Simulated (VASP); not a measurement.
A run of VASP 6.6.1 is set up as follows.

The input INCAR:

```
  PREC = Accurate
  ENCUT = 520
  EDIFF = 1E-7
  ISMEAR = 0
  SIGMA = 0.1
  LREAL = F
  LASPH = T
  NELM = 80
  ALGO = Normal
  ISIF = 2
  LWAVE = F
  LCHARG = T
  GGA = PE
  LELF = T
  LVHAR = T
  NBANDS = 23
```

The input KPOINTS:

```
regular mesh
0
Gamma
  12 12 10
```

The input POSCAR:

```
ZrB
1.0
    2.5501325461      2.5501325461      0.0000000000
   -2.5501325461      2.5501325461      0.0000000000
    0.0000000000      0.0000000000      4.7864026249
Zr B
2 2
Direct
    0.0000000000      0.0000000000      0.0000000000
    0.5000000000      0.5000000000      0.5000000000
    0.5000000000      0.5000000000      0.0000000000
    0.0000000000      0.0000000000      0.5000000000
```

Potentials or basis: VASP PAW PBE potentials, release 64 (Zr_sv, B).

Run with:

```bash
$ cat potpaw_PBE.64/Zr_sv/POTCAR potpaw_PBE.64/B/POTCAR > POTCAR
$ mpirun -np 1 vasp_std > vasp.out
```

What does it give for the pressure?

-6.7 GPa.

What does it give for the band gap on the k mesh?

Zero (band 15 reaches 8.94 eV, above the bottom of band 16 at 5.88 eV).

Stress tensor (GPa, compression positive):
```
-12.10   0.00   0.00
  0.00 -12.10   0.00
  0.00   0.00   4.21
```

Caveat: the cell differs from its parent crystal (biaxial strain in the a-b plane: +4.0 %).
